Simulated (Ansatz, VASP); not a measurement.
**Two plane-wave programs on HfO2**

Contents of INCAR:

```
SYSTEM = HfO2
PREC     = Accurate       ! precision mode
ENCUT    = 520            ! plane-wave cutoff, eV
EDIFF    = 1E-7           ! SCF threshold, eV
ISMEAR   = 0              ! smearing method
SIGMA    = 0.05           ! smearing width, eV
LREAL    = .FALSE.        ! projectors in reciprocal space
LASPH    = .TRUE.         ! aspherical terms in the spheres
NELM     = 100            ! most SCF steps
ALGO     = Normal         ! electronic algorithm
ISIF     = 2              ! what is computed and relaxed
LWAVE    = .FALSE.        ! write WAVECAR
LCHARG   = .TRUE.         ! write CHGCAR
GGA      = PE             ! functional
LELF     = .TRUE.         ! ELF
LVHAR    = .TRUE.       
NBANDS   = 31             ! bands
```

KPOINTS

```
regular mesh
0
G
  6 6 4
  0 0 0
```

The input POSCAR:

```
HfO2
1.0
    3.6043048131      0.0000000000      0.0000000000
    0.0000000000      3.6043048131      0.0000000000
    0.0000000000      0.0000000000      5.0007687972
Hf O
2 4
Direct
    0.5000000000      0.5000000000      0.5000000000
    0.0000000000      0.0000000000      0.0000000000
    0.0000000000      0.5000000000      0.6932521152
    0.5000000000      0.0000000000      0.8067478848
    0.5000000000      0.0000000000      0.3067478848
    0.0000000000      0.5000000000      0.1932521152
```

Input for Ansatz:

```yaml
crystal:
  lattice:
    - [3.6043048131, 0.0, 0.0]
    - [0.0, 3.6043048131, 0.0]
    - [0.0, 0.0, 5.0007687972]
  atoms:
    - { symbol: Hf, position: [0.5, 0.5, 0.5] }
    - { symbol: Hf, position: [0.0, 0.0, 0.0] }
    - { symbol: O, position: [0.0, 0.5, 0.6932521152] }
    - { symbol: O, position: [0.5, 0.0, 0.8067478848] }
    - { symbol: O, position: [0.5, 0.0, 0.3067478848] }
    - { symbol: O, position: [0.0, 0.5, 0.1932521152] }
basis:
  ecutwfc: 420
kpoints:
  mp_grid: { grid: [6, 6, 4] }
hamiltonian:
  xc: pbe
scf:
  occupations: { method: gaussian, width: 0.05 }
output:
  forces: true
  stress: true
  eigenvalues: true
```

Change from the starting cell: strain +0.000 along x and y, -0.050 along z, atoms carried along.

Alike in both runs: task single point; functional PBE; k mesh 6 × 6 × 4; occupations gaussian, width 0.05 eV; no spin polarisation.

|  | VASP | Ansatz |
| --- | --- | --- |
| version | VASP 6.6.1 | Ansatz 0.2.0 |
| potentials or method | VASP PAW PBE potentials, release 64 (Hf_pv, O), cutoff 520 eV | scalar-relativistic, plane waves, PAW |
| valence electrons in the cell | 44 | 76 |

```tsv
	VASP	Ansatz	Ansatz less VASP
gap on the k mesh at the Fermi level (eV)	4.18	4.21	+0.037
least direct gap on the mesh (eV)	4.25	4.28	+0.030
pressure (GPa)	8.7	12.2	+3.53
traceless stress, the component that is largest in VASP (GPa)	11.16	10.82	-0.339
rms of the force components (eV/Å)	0.180	0.197	+0.0173
```

Atom by atom the forces differ by 0.017 eV/Å (rms over components). The functional is the same, so the differences come from potentials, cutoffs and numerics. VASP's potentials hold 44 valence electrons a cell and Ansatz's 76, so a difference there can come from the potentials and not from the codes.

Neither program's run includes spin-orbit coupling.
